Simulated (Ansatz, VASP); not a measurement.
**Os: VASP beside Ansatz**

```
CELL_PARAMETERS angstrom
2.67829 0.00000 0.00000
-1.33914 2.31946 0.00000
0.00000 0.00000 4.23152
ATOMIC_POSITIONS crystal
Os 0.33333 0.66667 0.25000
Os 0.66667 0.33333 0.75000
```

Change from the starting cell: volume scaled by 0.94, crystal datasets.

Alike in both runs: task electric field gradients; functional PBE; k mesh 15 × 15 × 9; occupations fermi-dirac, width 0.05 eV; no spin polarisation.

```csv
,VASP,Ansatz
version,VASP 6.6.1,Ansatz 0.2.0
potentials or method,"VASP PAW PBE potentials, release 64 (Os), cutoff 520 eV","all-electron PAW with datasets made for the crystal, scalar-relativistic"
```

|  | VASP | Ansatz | Ansatz less VASP |
| --- | --- | --- | --- |
| pressure (GPa) | 40.9 | 39.9 | -0.93 |
| traceless stress, the component that is largest in VASP (GPa) | 1.94 | 2.01 | +0.070 |
| size of Vzz on the site where it differs most (V/Å²) | 87.1 | 64.0 | -23.08 |

Both programs put the cell under a high pressure, so it lies far from rest at this level. Ansatz ran all-electron here, and VASP with PAW potentials.

Neither program's run includes spin-orbit coupling.
